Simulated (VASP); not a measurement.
## Ti: single point with r2SCAN

The system is Ti.

```
CELL_PARAMETERS angstrom
-1.66259 1.66259 1.66259
1.66259 -1.66259 1.66259
1.66259 1.66259 -1.66259
ATOMIC_POSITIONS crystal
Ti 0.00000 0.00000 0.00000
```

| Quantity | Value |
| --- | --- |
| Program | VASP 6.6.1 |
| Task | single point |
| Functional | r2SCAN |
| Potentials or basis | VASP PAW PBE potentials, release 64 (Ti_sv) |
| Cutoff | 520 eV |
| k mesh | 11 × 11 × 11 |
| Occupations | fermi-dirac, width 0.05 eV |
| Spin | no spin polarisation |
| Dipole correction | no |
| Further INCAR settings | ALGO = Normal; EDIFF = 1e-07; NBANDS = 12 |

```json
{"Pressure": "-6.2 GPa", "Band gap on the k mesh": "zero (band 6 reaches 8.62 eV, above the bottom of band 7 at 6.94 eV)"}
```

Levels at points of the mesh, in eV from the Fermi level:
```tsv
k point	band 3	band 4	band 5	band 6	band 7	band 8	band 9	band 10
(0.00, 0.00, 0.00)	-33.91	-33.91	-6.22	1.08	1.08	1.08	2.74	2.74
```

Wall time 3.3 min on 1 thread of AMD EPYC 7R13, with other jobs on the host, peak memory 0.12 GiB.

Caveat: the PAW data sets were made with another functional, which shifts forces and pressure a little.
